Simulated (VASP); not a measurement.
# SiNi2 (P6_3/mmc) in VASP: a series of runs

SiNi2 is run at these levels: PBEsol; tasks: single point.

Program: VASP 6.6.1. These are calculated values, not measurements. Logs are shortened: lines on timing, memory, paths and dates and some standing lists are left out, and cuts for length are marked.

### Step 1. The cell of the first run

Symmetry: P6_3/mmc, No. 194, hexagonal system. The conventional cell has a = 3.714 Å, b = 3.714 Å, c = 5.035 Å, α = 90.00°, β = 90.00°, γ = 120.00°. Si (site symmetry -6m2) has 11 Ni at 2.14 to 2.52 Å within 2.8 Å. Within 3.3 Å of Ni (site symmetry -3m) lie 6 Si at 2.49 Å and 8 Ni at 2.49 to 2.52 Å. Ni (site symmetry -6m2) has 5 Si at 2.14 to 2.52 Å and 6 Ni at 2.49 Å within 2.8 Å.

### Step 2. Single point, PBEsol (biaxial strain in the a-b plane: -4.0 %)

The input, INCAR:

```
SYSTEM = SiNi2
PREC = Accurate
ENCUT = 520
EDIFF = 1E-7
ISMEAR = 0
SIGMA = 0.1
LREAL = .False.
LASPH = .True.
NELM = 60
ALGO = Fast
ISIF = 2
LWAVE = .False.
LCHARG = .True.
GGA = PS
LELF = .True.
LVHAR = .True.
NBANDS = 33
```

The input, KPOINTS:

```
Automatic mesh
0
Gamma
  12 12 8
  0 0 0
```

The input, POSCAR:

```
SiNi2
1.0
    3.7137251076      0.0000000000      0.0000000000
   -1.8568625538      3.2161802859      0.0000000000
    0.0000000000      0.0000000000      5.0349929051
Si Ni
2 4
Direct
    0.3333333333      0.6666666667      0.7500000000
    0.6666666667      0.3333333333      0.2500000000
    0.0000000000      0.0000000000      0.0000000000
    0.0000000000      0.0000000000      0.5000000000
    0.3333333333      0.6666666667      0.2500000000
    0.6666666667      0.3333333333      0.7500000000
```

Potentials or basis: VASP PAW PBE potentials, release 64 (Si, Ni).

Started as:

```console
$ cat potpaw_PBE.64/Si/POTCAR potpaw_PBE.64/Ni/POTCAR > POTCAR
$ mpirun -np 1 vasp_std > vasp.out
```

OUTCAR:

```text
SYSTEM = SiNi2
   PREC = Accurate
   ENCUT = 520
   EDIFF = 1E-7
   ISMEAR = 0
   LREAL = .False.
   LASPH = .True.
   NELM = 60
   ISIF = 2
   GGA = PS

 ion  position               nearest neighbor table
   1  0.333  0.667  0.750-   6 2.14   6 2.14   6 2.14   3 2.49   4 2.49   4 2.49   3 2.49   4 2.49
                             3 2.49   5 2.52   5 2.52
   2  0.667  0.333  0.250-   5 2.14   5 2.14   5 2.14   3 2.49   4 2.49   3 2.49   4 2.49   3 2.49
                             4 2.49   6 2.52   6 2.52
   3  0.000  0.000  0.000-   1 2.49   2 2.49   5 2.49   6 2.49   2 2.49   6 2.49   1 2.49   5 2.49
                             2 2.49   6 2.49   1 2.49   5 2.49   4 2.52   4 2.52
   4  0.000  0.000  0.500-   1 2.49   2 2.49   5 2.49   6 2.49   2 2.49   6 2.49   1 2.49   5 2.49
                             2 2.49   6 2.49   1 2.49   5 2.49   3 2.52   3 2.52
   5  0.333  0.667  0.250-   2 2.14   2 2.14   2 2.14   4 2.49   3 2.49   4 2.49   3 2.49   4 2.49
                             3 2.49   1 2.52   1 2.52
   6  0.667  0.333  0.750-   1 2.14   1 2.14   1 2.14   4 2.49   3 2.49   3 2.49   4 2.49   3 2.49
                             4 2.49   2 2.52   2 2.52

  LATTYP: Found a hexagonal cell.
 ALAT       =     3.7137251076
 C/A-ratio  =     1.3557796442

  Lattice vectors:

 A1 = (   3.7137251076,   0.0000000000,   0.0000000000)
 A2 = (  -1.8568625538,   3.2161802859,   0.0000000000)
 A3 = (   0.0000000000,   0.0000000000,   5.0349929051)

Analysis of symmetry for initial positions (statically):
=====================================================================
 Subroutine PRICEL returns:
 Original cell was already a primitive cell.

 Routine SETGRP: Setting up the symmetry group for a
 hexagonal supercell.

 Subroutine GETGRP returns: Found 24 space group operations
 (whereof 12 operations were pure point group operations)
 out of a pool of 24 trial point group operations.

The static configuration has the point symmetry D_3d.
 The point group associated with its full space group is D_6h.

Analysis of symmetry for dynamics (positions and initial velocities):
=====================================================================
 Subroutine PRICEL returns:
 Original cell was already a primitive cell.

 Routine SETGRP: Setting up the symmetry group for a
 hexagonal supercell.

 Subroutine GETGRP returns: Found 24 space group operations
 (whereof 12 operations were pure point group operations)
 out of a pool of 24 trial point group operations.

[... 113 lines left out ...]
   IBRION =     -1    ionic relax: 0-MD 1-quasi-New 2-CG
   NFREE  =      0    steps in history (QN), initial steepest desc. (CG)
   ISIF   =      2    stress and relaxation
   ISYM   =      2    0-nonsym 1-usesym 2-fastsym
   POTIM  = 0.5000    time-step for ionic-motion
   TEBEG  =    0.0;   TEEND  =   0.0 temperature during run
   PSTRESS=    0.0 pullay stress
   NELECT =      48.0000    total number of electrons
   NUPDOWN=      -1.0000    fix difference up-down
   EMIN   =  10.00;   EMAX   =-10.00  energy-range for DOS
   EFERMI =   0.00;   METHOD = LEGACY
   ISMEAR =     0;   SIGMA  =   0.10  broadening in eV -4-tet -1-fermi 0-gaus
   EFERMI_NEDOS =   21; number of points for ismear=-14 and -15
   IALGO  =     68    algorithm
   IMIX   =      4    mixing-type and parameters
     AMIX     =   0.40;   BMIX     =  1.00
     AMIX_MAG =   1.60;   BMIX_MAG =  1.00
  volume/ion in A,a.u.               =      10.02        67.64
  Fermi-wavevector in a.u.,A,eV,Ry     =   1.518584  2.869708 31.376372  2.306098
  Thomas-Fermi vector in A             =   2.627685
   LORBIT       =      0    0 simple, 1 ext, 2 COOP (PROOUT), +10 PAW based schemes
   GGA     = PS    functional components
   LHFCALC =     F    Hartree Fock is set to
   AEXX    =    0.0000 exact exchange contribution
   IVDW    =     0    specifies the selected vdW correction
   LEPSILON=     F    determine dielectric tensor
   LRPA    =     F    only Hartree local field effects (RPA)
 non-spin polarized calculation
 RMM-DIIS sequential band-by-band and
 Gauss-broadening in eV      SIGMA  =   0.10
  energy-cutoff  :      520.00
  volume of cell :       60.14
 maximum number of plane-waves:      1635
 NGX is ok and might be reduce to    28
   NGX = 13   NGY = 13   NGZ = 19

 number of electron      48.0000001 magnetization

 Free energy of the ion-electron system (eV)
  ---------------------------------------------------
  ext. energy  EPLUGINS =         0.00000000
  ---------------------------------------------------
  free energy    TOTEN  =       -39.18782741 eV

  energy without entropy =      -39.17091133  energy(sigma->0) =      -39.17936937

 E-fermi :  12.2913     XC(G=0): -13.5247

 val. band max:       12.2881732060   @ k =   0.0833   0.0833   0.1250
 cond. band min:      12.2965092170   @ k =   0.1667   0.0833   0.1250
 fundamental gap:      0.0083360110
 Fermi energy:        12.2913110753

 k-point     1 :       0.0000    0.0000    0.0000
  band No.  band energies     occupation
      1      -0.9609      2.00000
      2       3.3710      2.00000
      3       5.1104      2.00000
      4       6.7011      2.00000
      5       6.7011      2.00000
      6       7.8866      2.00000
[... 853 lines left out ...]
     32      19.7157      0.00000
     33      21.6549      0.00000

 [... further k-points ...]

------------------------ aborting loop because EDIFF is reached ----------------------------------------

  FORCE on cell =-STRESS in cart. coord.  units (eV):
  Direction    XX          YY          ZZ          XY          YZ          ZX
  --------------------------------------------------------------------------------------
  -------------------------------------------------------------------------------------
  Total        9.6268444      9.6268444      1.2927136     -0.0000000     -0.0000000      0.0000000
  in kB      256.4752921    256.4752921     34.4400589     -0.0000000     -0.0000000      0.0000000
  external PRESSURE =     182.4635477 kB  Pullay stress =       0.0000000 kB

 VOLUME and BASIS-vectors are now :
 -----------------------------------------------------------------------------
  energy-cutoff  :      520.00
  volume of cell :       60.14
      direct lattice vectors                 reciprocal lattice vectors
     3.713725108  0.000000000  0.000000000     0.269271411  0.155463922  0.000000000
    -1.856862554  3.216180286  0.000000000     0.000000000  0.310927843  0.000000000
     0.000000000  0.000000000  5.034992905     0.000000000  0.000000000  0.198610012

 POSITION                                       TOTAL-FORCE (eV/Angst)
 -----------------------------------------------------------------------------------
     -0.00000      2.14412      3.77624        -0.000000     -0.000000      0.000000
      1.85686      1.07206      1.25875         0.000000      0.000000      0.000000
      0.00000      0.00000      0.00000         0.000000      0.000000      0.000000
      0.00000      0.00000      2.51750         0.000000      0.000000      0.000000
     -0.00000      2.14412      1.25875         0.000000     -0.000000     -0.000000
      1.85686      1.07206      3.77624        -0.000000      0.000000     -0.000000
 -----------------------------------------------------------------------------------
    total drift:                                0.000000     -0.000000      0.000000

  FREE ENERGIE OF THE ION-ELECTRON SYSTEM (eV)
  ---------------------------------------------------
  free  energy   TOTEN  =       -39.1878274080 eV

  energy  without entropy=      -39.1709113327  energy(sigma->0) =      -39.17936937
```

Wall time 2.7 min (1 thread of Intel Xeon Platinum 8488C (Sapphire Rapids), shared host); peak memory 0.27 GiB.

Results:

* Free energy: -39.1878 eV
* Pressure: 18.2 GPa
* Band gap on the k mesh: zero (bands 24 and 25 overlap by 4.07 eV)

Stress tensor (GPa, compression positive):
```
25.65  0.00  0.00
 0.00 25.65  0.00
 0.00  0.00  3.44
```

Caveat: the cell differs from its parent crystal (biaxial strain in the a-b plane: -4.0 %); the cell stands under pressure; the PAW data sets were made with another functional, which shifts forces and pressure a little. Spin polarisation is off, so any magnetic state and its effect on volume and gap are missing.

### Step 3. Single point, PBEsol (biaxial strain in the a-b plane: -4.0 %, then relaxed in part)

The input, INCAR:

```
PREC = Accurate
ENCUT = 520
EDIFF = 1E-6
ISMEAR = 0
SIGMA = 0.1
LREAL = False
LASPH = True
NELM = 80
ALGO = Fast
ISIF = 2
LWAVE = False
LCHARG = False
GGA = PS
NBANDS = 33
```

The input, KPOINTS:

```
Automatic mesh
0
Gamma
  12 12 8
```

Edit POSCAR of step 2 so:

```diff
@@ -4,3 +4,3 @@
    -1.8568625538      3.2161802859      0.0000000000
-    0.0000000000      0.0000000000      5.0349929051
+    0.0000000000      0.0000000000      5.0883700133
 Si Ni
```

Potentials or basis: VASP PAW PBE potentials, release 64 (Si, Ni).

Started as:

```console
$ cat potpaw_PBE.64/Si/POTCAR potpaw_PBE.64/Ni/POTCAR > POTCAR
$ mpirun -np 1 vasp_std > vasp.out
```

Wall time 2 min (1 thread of Intel Xeon Platinum 8488C (Sapphire Rapids), shared host); peak memory 0.27 GiB.

The run converged. Its results:

* Free energy: -39.1948 eV
* Pressure: 16.3 GPa
* Band gap on the k mesh: zero (bands 24 and 25 overlap by 4.14 eV)

Stress tensor (GPa, compression positive):
```
24.22  0.00  0.00
 0.00 24.22  0.00
 0.00  0.00  0.54
```

Levels at points of the mesh, in eV from the Fermi level:
| k point | band 21 | band 22 | band 23 | band 24 | band 25 | band 26 | band 27 | band 28 |
| --- | --- | --- | --- | --- | --- | --- | --- | --- |
| (0.00, 0.00, 0.00) | -0.63 | -0.63 | -0.10 | 3.33 | 3.33 | 3.48 | 3.48 | 3.58 |
| (0.50, 0.00, 0.00) | -1.68 | -1.26 | -1.13 | -0.73 | -0.72 | 1.28 | 2.03 | 3.69 |
| (0.00, 0.00, 0.50) | -1.34 | -1.34 | 2.10 | 2.10 | 3.81 | 3.81 | 3.81 | 3.81 |
| (0.50, 0.00, 0.50) | -1.36 | -1.36 | -1.05 | -1.05 | 1.09 | 1.09 | 3.55 | 3.55 |

Caveat: the cell differs from its parent crystal (biaxial strain in the a-b plane: -4.0 %, then relaxed in part); the cell stands under pressure; the PAW data sets were made with another functional, which shifts forces and pressure a little. Spin polarisation is off, so any magnetic state and its effect on volume and gap are missing.

### Step 4. Single point, PBEsol (biaxial strain in the a-b plane: -2.0 %)

The input, INCAR:

```
ALGO = Fast
EDIFF = 1E-6
ENCUT = 520
GGA = PS
ISIF = 2
ISMEAR = 0
LASPH = True
LCHARG = False
LREAL = False
LWAVE = False
NBANDS = 33
NELM = 60
PREC = Accurate
SIGMA = 0.1
```

The input, KPOINTS:

```
k-points
0
Gamma
  12 12 8
```

Edit POSCAR of step 3 so:

```diff
@@ -2,5 +2,5 @@
 1.0
-    3.7137251076      0.0000000000      0.0000000000
-   -1.8568625538      3.2161802859      0.0000000000
-    0.0000000000      0.0000000000      5.0883700133
+    3.7910943807      0.0000000000      0.0000000000
+   -1.8955471903      3.2831840418      0.0000000000
+    0.0000000000      0.0000000000      4.9759890820
 Si Ni
```

Started as:

```console
$ cat potpaw_PBE.64/Si/POTCAR potpaw_PBE.64/Ni/POTCAR > POTCAR
$ mpirun -np 1 vasp_std > vasp.out
```

Run time: 2.4 min. Hardware: 1 thread of Intel Xeon Platinum 8488C (Sapphire Rapids), shared host; peak memory 0.28 GiB.

The run converged. Its results:

| Item | Value |
| --- | --- |
| Free energy | -39.4694 eV |
| Pressure | 8.5 GPa |
| Band gap on the k mesh | zero (bands 24 and 25 overlap by 3.74 eV) |

Stress tensor (GPa, compression positive):
```
12.09  0.00  0.00
 0.00 12.09  0.00
 0.00  0.00  1.35
```

Levels at points of the mesh, in eV from the Fermi level:
```tsv
k point	band 21	band 22	band 23	band 24	band 25	band 26	band 27	band 28
(0.00, 0.00, 0.00)	-0.65	-0.65	0.04	3.00	3.00	3.15	3.16	3.16
(0.50, 0.00, 0.00)	-1.54	-1.27	-1.08	-0.73	-0.64	1.26	1.96	3.32
(0.00, 0.00, 0.50)	-1.32	-1.32	2.30	2.30	3.55	3.55	3.55	3.55
(0.50, 0.00, 0.50)	-1.34	-1.34	-0.99	-0.99	1.02	1.02	3.25	3.25
```

Caveat: the cell differs from its parent crystal (biaxial strain in the a-b plane: -2.0 %); the cell stands under pressure; the PAW data sets were made with another functional, which shifts forces and pressure a little. Spin polarisation is off, so any magnetic state and its effect on volume and gap are missing.

### Step 5. Single point, PBEsol (biaxial strain in the a-b plane: -2.0 %, then relaxed in part)

The input, INCAR:

```
ALGO     = Fast           # electronic algorithm
EDIFF    = 1E-6           # SCF threshold, eV
ENCUT    = 520            # plane-wave cutoff, eV
GGA      = PS             # functional
ISIF     = 2              # what is computed and relaxed
ISMEAR   = 0              # smearing method
LASPH    = T              # aspherical terms in the spheres
LCHARG   = F              # write CHGCAR
LREAL    = F              # projectors in reciprocal space
LWAVE    = F              # write WAVECAR
NBANDS   = 33             # bands
NELM     = 100            # most SCF steps
PREC     = Accurate       # precision mode
SIGMA    = 0.1            # smearing width, eV
```

KPOINTS is that of step 4.

Edit POSCAR of step 4 so:

```diff
@@ -4,3 +4,3 @@
    -1.8955471903      3.2831840418      0.0000000000
-    0.0000000000      0.0000000000      4.9759890820
+    0.0000000000      0.0000000000      4.9909982418
 Si Ni
```

Started as:

```console
$ cat potpaw_PBE.64/Si/POTCAR potpaw_PBE.64/Ni/POTCAR > POTCAR
$ mpirun -np 1 vasp_std > vasp.out
```

Wall time 2.2 min (1 thread of Intel Xeon Platinum 8488C (Sapphire Rapids), shared host); peak memory 0.27 GiB.

The run converged. Its results:

- Free energy: -39.4701 eV
- Pressure: 7.9 GPa
- Band gap on the k mesh: zero (bands 24 and 25 overlap by 3.75 eV)

Stress tensor (GPa, compression positive):
```
11.62  0.00  0.00
 0.00 11.62  0.00
 0.00  0.00  0.31
```

Levels at points of the mesh, in eV from the Fermi level:
| k point | band 22 | band 23 | band 24 | band 25 | band 26 | band 27 |
| --- | --- | --- | --- | --- | --- | --- |
| (0.00, 0.00, 0.00) | -0.64 | 0.03 | 3.02 | 3.02 | 3.16 | 3.16 |
| (0.50, 0.00, 0.00) | -1.26 | -1.08 | -0.73 | -0.64 | 1.25 | 1.95 |
| (0.00, 0.00, 0.50) | -1.32 | 2.27 | 2.27 | 3.55 | 3.55 | 3.55 |
| (0.50, 0.00, 0.50) | -1.33 | -0.99 | -0.99 | 1.02 | 1.02 | 3.25 |

Caveat: the cell differs from its parent crystal (biaxial strain in the a-b plane: -2.0 %, then relaxed in part); the cell stands under pressure; the PAW data sets were made with another functional, which shifts forces and pressure a little. Spin polarisation is off, so any magnetic state and its effect on volume and gap are missing.

### Step 6. The runs side by side

| cell | further INCAR settings | gap on the mesh (eV) | pressure (GPa) |
| --- | --- | --- | --- |
| a = 3.714, b = 3.714, c = 5.035 Å, angles 90.0, 90.0, 120.0°, 6 atoms | ALGO = Fast; EDIFF = 1e-07; NBANDS = 33 | none | 18.2 |
| a = 3.714, b = 3.714, c = 5.088 Å, angles 90.0, 90.0, 120.0°, 6 atoms | ALGO = Fast; EDIFF = 1e-06; NBANDS = 33 | none | 16.3 |
| a = 3.791, b = 3.791, c = 4.976 Å, angles 90.0, 90.0, 120.0°, 6 atoms | ALGO = Fast; EDIFF = 1e-06; NBANDS = 33 | none | 8.5 |
| a = 3.791, b = 3.791, c = 4.991 Å, angles 90.0, 90.0, 120.0°, 6 atoms | ALGO = Fast; EDIFF = 1e-06; NBANDS = 33 | none | 7.9 |

Alike in all rows: task single point; level PBEsol; potentials or basis VASP PAW PBE potentials, release 64 (Si, Ni); no spin polarisation; k mesh 12 × 12 × 8; cutoff (eV) 520; smearing gaussian 0.1 eV.

Caveats: the cell stands under pressure; the PAW data sets were made with another functional, which shifts forces and pressure a little.

Total energies depend on the potentials used, so only differences within one code and one set of settings carry meaning.
